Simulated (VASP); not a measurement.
Write the native input for VASP 6.6.1 that does the following.

```yaml
Task: single point
Functional: PBE
Potentials_or_basis: VASP PAW PBE potentials, release 64 (Hf_pv, Bi_d, O)
Cutoff: 520 eV
k_mesh: 10 × 10 × 6
Occupations: gaussian, width 0.1 eV
Spin: no spin polarisation
Dipole_correction: no
Further_INCAR_settings: ALGO = Normal; EDIFF = 1e-06; NBANDS = 36
```

The structure of Hf2Bi2O lies in POSCAR:

```
Hf2Bi2O
1.0
    3.7826648419      0.0000000000      0.0000000000
    0.0000000000      3.7826648419      0.0000000000
    0.0000000000      0.0000000000      7.6852776264
Hf Bi O
2 2 1
Direct
    0.0000000000      0.0000000000      0.2619738821
    0.0000000000      0.0000000000      0.7380261179
    0.5000000000      0.5000000000      0.0000000000
    0.5000000000      0.5000000000      0.5000000000
    0.0000000000      0.0000000000      0.0000000000
```

The cell was generated, and may not be a known phase.

One way to write it, as run:

INCAR

```
SYSTEM = Hf2Bi2O
PREC = Accurate ; ENCUT = 520
EDIFF = 1E-6 ; ISMEAR = 0
SIGMA = 0.1 ; LREAL = .False.
LASPH = .True. ; NELM = 100
ALGO = Normal ; ISIF = 2
LWAVE = .False. ; LCHARG = .False.
GGA = PE ; NBANDS = 36
```

KPOINTS

```
Automatic mesh
0
Gamma
  10 10 6
  0 0 0
```

Potentials or basis: VASP PAW PBE potentials, release 64 (Hf_pv, Bi_d, O).

Launch:

```bash
$ cat potpaw_PBE.64/Hf_pv/POTCAR potpaw_PBE.64/Bi_d/POTCAR potpaw_PBE.64/O/POTCAR > POTCAR
$ mpirun -np 1 vasp_std > vasp.out
```

Results of the run:

| Item | Value |
| --- | --- |
| Pressure | -0.5 GPa |
| Largest force | 0.108 eV/Å |
| Band gap on the k mesh | zero (bands 28 and 29 overlap by 0.92 eV) |

Caveat: spin-orbit coupling is left out, which moves the levels of the heavy elements.

It took 6.7 min on 1 thread of Intel Xeon 8259CL, with other jobs on the host, peak memory 0.42 GiB.
